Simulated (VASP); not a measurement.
# Si2Mo (Fmm2) in VASP: a series of runs, part 2 of 2

VASP 6.6.1. The steps go on from the part before.

## (3) Single point, PBE (atoms displaced along a vibrational mode)

The input, INCAR:

```
SYSTEM = Si2Mo
PREC = Accurate
ENCUT = 520
EDIFF = 1E-6
ISMEAR = 0
SIGMA = 0.15
LREAL = .False.
LASPH = .True.
NELM = 80
ALGO = Fast
ISIF = 2
LWAVE = .False.
LCHARG = .False.
GGA = PE
NBANDS = 18
```

The input, KPOINTS:

```
Automatic mesh
0
Gamma
  20 20 20
  0 0 0
```

The input, POSCAR:

```
Si2Mo
1.0
   -1.6084236970      1.6084236970      3.9365099589
    1.6084236970     -1.6084236970      3.9365099589
    1.6084236970      1.6084236970     -3.9365099589
Si Mo
2 1
Direct
    0.3405944744      0.3405944744      0.0109906796
    0.6703962052      0.6703962052      0.0109906796
   -0.0032170217     -0.0032170217     -0.0064340435
```

Potentials or basis: VASP PAW PBE potentials, release 64 (Si, Mo_sv).

The run is started by

```bash
$ cat potpaw_PBE.64/Si/POTCAR potpaw_PBE.64/Mo_sv/POTCAR > POTCAR
$ mpirun -np 1 vasp_std > vasp.out
```

OUTCAR:

```text
SYSTEM = Si2Mo
   PREC = Accurate
   ENCUT = 520
   EDIFF = 1E-6
   ISMEAR = 0
   LREAL = .False.
   LASPH = .True.
   NELM = 80
   ISIF = 2
   GGA = PE

 ion  position               nearest neighbor table
   1  0.341  0.341  0.011-   3 2.58   2 2.60   3 2.62   3 2.62   3 2.64   2 2.64   2 2.64   2 2.64
                             2 2.64   3 2.65
   2  0.670  0.670  0.011-   3 2.58   1 2.60   3 2.62   3 2.62   3 2.64   1 2.64   1 2.64   1 2.64
                             1 2.64   3 2.65
   3  0.997  0.997  0.994-   2 2.58   1 2.58   2 2.62   2 2.62   1 2.62   1 2.62   1 2.64   2 2.64
                             2 2.65   1 2.65

  LATTYP: Found a body centered tetragonal cell.
 ALAT       =     3.2168473940
 C/A-ratio  =     2.4474334507

  Lattice vectors:

 A1 = (  -1.6084236970,   1.6084236970,   3.9365099589)
 A2 = (   1.6084236970,  -1.6084236970,   3.9365099589)
 A3 = (   1.6084236970,   1.6084236970,  -3.9365099589)

Analysis of symmetry for initial positions (statically):
=====================================================================
 Subroutine PRICEL returns:
 Original cell was already a primitive cell.

 Routine SETGRP: Setting up the symmetry group for a
 body centered tetragonal supercell.

 Subroutine GETGRP returns: Found  4 space group operations
 (whereof  4 operations were pure point group operations)
 out of a pool of 16 trial point group operations.

The static configuration has the point symmetry C_2v.

Analysis of symmetry for dynamics (positions and initial velocities):
=====================================================================
 Subroutine PRICEL returns:
 Original cell was already a primitive cell.

 Routine SETGRP: Setting up the symmetry group for a
 body centered tetragonal supercell.

 Subroutine GETGRP returns: Found  4 space group operations
 (whereof  4 operations were pure point group operations)
 out of a pool of 16 trial point group operations.

The dynamic configuration has the point symmetry C_2v.

 Subroutine INISYM returns: Found  4 space group operations
[... 121 lines left out ...]
  Fermi-wavevector in a.u.,A,eV,Ry     =   1.333189  2.519361 24.182889  1.777392
  Thomas-Fermi vector in A             =   2.462066
   LORBIT       =      0    0 simple, 1 ext, 2 COOP (PROOUT), +10 PAW based schemes
   GGA     = PE    functional components
   LHFCALC =     F    Hartree Fock is set to
   AEXX    =    0.0000 exact exchange contribution
   IVDW    =     0    specifies the selected vdW correction
   LEPSILON=     F    determine dielectric tensor
   LRPA    =     F    only Hartree local field effects (RPA)
 non-spin polarized calculation
 RMM-DIIS sequential band-by-band and
 Gauss-broadening in eV      SIGMA  =   0.15
  energy-cutoff  :      520.00
  volume of cell :       40.74
 maximum number of plane-waves:      1134
 NGX is ok and might be reduce to    36
   NGX = 17   NGY = 17   NGZ = 17

 number of electron      22.0000000 magnetization

 Free energy of the ion-electron system (eV)
  ---------------------------------------------------
  ext. energy  EPLUGINS =         0.00000000
  ---------------------------------------------------
  free energy    TOTEN  =       -23.25565697 eV

  energy without entropy =      -23.25301765  energy(sigma->0) =      -23.25433731

 E-fermi :  12.0634     XC(G=0): -12.3688

 val. band max:       12.0437979860   @ k =  -0.4500  -0.4500   0.3000
 cond. band min:      12.0754840584   @ k =  -0.3500   0.3500  -0.4500
 fundamental gap:      0.0316860724
 Fermi energy:        12.0634136691

 k-point     1 :       0.0000    0.0000    0.0000
  band No.  band energies     occupation
      1     -48.6617      2.00000
      2     -22.8041      2.00000
      3     -22.7366      2.00000
      4     -22.7359      2.00000
      5      -1.2494      2.00000
      6       5.7655      2.00000
[... 481 lines left out ...]
      5       0.9078      2.00000
      6       4.3671      2.00000
[... 10 lines left out ...]
     17      18.8624      0.00000
     18      20.9461      0.00000

 [... further k-points ...]

------------------------ aborting loop because EDIFF is reached ----------------------------------------

  FORCE on cell =-STRESS in cart. coord.  units (eV):
  Direction    XX          YY          ZZ          XY          YZ          ZX
  --------------------------------------------------------------------------------------
  -------------------------------------------------------------------------------------
  Total        0.0765903      0.0765903      0.0588029      0.0360550      0.0000000      0.0000000
  in kB        3.0123967      3.0123967      2.3127933      1.4180882      0.0000000      0.0000000
  external PRESSURE =       2.7791956 kB  Pullay stress =       0.0000000 kB

 VOLUME and BASIS-vectors are now :
 -----------------------------------------------------------------------------
  energy-cutoff  :      520.00
  volume of cell :       40.74
      direct lattice vectors                 reciprocal lattice vectors
    -1.608423697  1.608423697  3.936509959     0.000000000  0.310863363  0.127016064
     1.608423697 -1.608423697  3.936509959     0.310863363  0.000000000  0.127016064
     1.608423697  1.608423697 -3.936509959     0.310863363  0.310863363  0.000000000

 POSITION                                       TOTAL-FORCE (eV/Angst)
 -----------------------------------------------------------------------------------
      0.01768      0.01768      2.63824        -0.130991     -0.130991     -0.011024
      0.01768      0.01768      5.23478        -0.130991     -0.130991      0.011024
      1.59808      1.59808      3.93651         0.261983      0.261983      0.000000
 -----------------------------------------------------------------------------------
    total drift:                                0.000034      0.000034     -0.000001

  FREE ENERGIE OF THE ION-ELECTRON SYSTEM (eV)
  ---------------------------------------------------
  free  energy   TOTEN  =       -23.2556569710 eV

  energy  without entropy=      -23.2530176451  energy(sigma->0) =      -23.25433731
```

stdout:

```text
POSCAR found type information on POSCAR SiMo
 POSCAR found :  2 types and       3 ions
 scaLAPACK will be used
 LDA part: xc-table for (Slater+PW92), standard interpolation
 POSCAR, INCAR and KPOINTS ok, starting setup
 FFT: planning ... GRIDC
 FFT: planning ... GRID_SOFT
 FFT: planning ... GRID
 WAVECAR not read
 entering main loop
```

Wall time 33 min (1 thread of Oxide Virtual Turin-like, shared host); peak memory 0.84 GiB.

Results:

- Free energy: -23.2557 eV
- Pressure: 0.3 GPa
- Largest force: 0.370 eV/Å
- Band gap on the k mesh: zero (bands 11 and 12 overlap by 0.92 eV)

Forces in eV/Å, atoms in the order of the input:
```
Si  -0.131 -0.131 -0.011
Si  -0.131 -0.131  0.011
Mo   0.262  0.262  0.000
```

Levels at points of the mesh, in eV from the Fermi level:
```tsv
k point	band 8	band 9	band 10	band 11	band 12	band 13	band 14	band 15
(0.00, 0.00, 0.00)	-2.98	-2.57	-2.57	0.36	3.07	3.23	3.49	3.49
(0.50, 0.00, 0.00)	-4.44	-2.53	-2.51	-0.49	2.22	3.08	3.97	4.18
(0.50, 0.50, 0.00)	-5.19	-4.38	-2.99	-1.20	2.27	2.68	3.08	3.35
(0.00, 0.00, 0.50)	-5.20	-4.38	-2.99	-1.20	2.27	2.68	3.11	3.32
(0.50, 0.50, 0.50)	-2.15	-0.56	-0.56	-0.48	-0.47	0.50	4.70	4.99
```

Caveat: the cell differs from its parent crystal (atoms displaced along a vibrational mode).

## (4) Single point, PBE (atoms displaced along a vibrational mode)

The input, INCAR:

```
SYSTEM = Si2Mo
ALGO = Fast
EDIFF = 1E-6
ENCUT = 520
GGA = PE
ISIF = 2
ISMEAR = 0
LASPH = .TRUE.
LCHARG = .FALSE.
LREAL = .FALSE.
LWAVE = .FALSE.
NBANDS = 18
NELM = 60
PREC = Accurate
SIGMA = 0.15
```

The input, KPOINTS:

```
k-points
0
G
  20 20 20
  0 0 0
```

The input, POSCAR:

```
Si2Mo
1.0
   -1.6084236970      1.6084236970      3.9365099589
    1.6084236970     -1.6084236970      3.9365099589
    1.6084236970      1.6084236970     -3.9365099589
Si Mo
2 1
Direct
    0.3460898142      0.3460898142      0.0219813592
    0.6758915450      0.6758915450      0.0219813592
   -0.0064340435     -0.0064340435     -0.0128680870
```

The run is started by

```bash
$ cat potpaw_PBE.64/Si/POTCAR potpaw_PBE.64/Mo_sv/POTCAR > POTCAR
$ mpirun -np 1 vasp_std > vasp.out
```

Run time: 35 min. Hardware: 1 thread of Oxide Virtual Turin-like, shared host; peak memory 0.84 GiB.

Results (log left out):

* Free energy: -23.2335 eV
* Pressure: 0.6 GPa
* Largest force: 0.751 eV/Å
* Band gap on the k mesh: zero (bands 11 and 12 overlap by 0.85 eV)

Forces on the atoms (eV/Å):
```
Si  -0.265 -0.265 -0.037
Si  -0.265 -0.265  0.037
Mo   0.531  0.531  0.000
```

Stress tensor (GPa, compression positive):
```
0.66 0.57 0.00
0.57 0.66 0.00
0.00 0.00 0.46
```

Levels at points of the mesh, in eV from the Fermi level:
```tsv
k point	band 8	band 9	band 10	band 11	band 12	band 13	band 14	band 15
(0.00, 0.00, 0.00)	-3.00	-2.57	-2.56	0.35	3.05	3.18	3.51	3.51
(0.50, 0.00, 0.00)	-4.43	-2.52	-2.51	-0.50	2.22	3.09	3.97	4.20
(0.50, 0.50, 0.00)	-5.19	-4.38	-2.98	-1.19	2.27	2.69	3.01	3.42
(0.00, 0.00, 0.50)	-5.20	-4.37	-3.00	-1.20	2.27	2.66	3.11	3.32
(0.50, 0.50, 0.50)	-2.15	-0.59	-0.55	-0.48	-0.44	0.53	4.72	4.98
```

Caveat: the cell differs from its parent crystal (atoms displaced along a vibrational mode).

## (5) The runs side by side

| cell | gap on the mesh (eV) | pressure (GPa) | largest force (eV/Å) |
| --- | --- | --- | --- |
| as given, atomic positions A | none | 1.1 | 1.15 |
| as given, atomic positions B | none | 0.3 | 0.37 |
| as given, atomic positions C | none | 0.6 | 0.75 |

Alike in all rows: task single point; level PBE; potentials or basis VASP PAW PBE potentials, release 64 (Si, Mo_sv); no spin polarisation; k mesh 20 × 20 × 20; cutoff (eV) 520; smearing gaussian 0.15 eV.

Caveats: forces of over 1 eV/Å act on the atoms, so gaps and moduli don't describe the material at rest (at least some runs).

Absolute energies hang on the potentials; compare differences alone.

The gap in the log of VASP goes by the Fermi energy; the results here count the filled bands.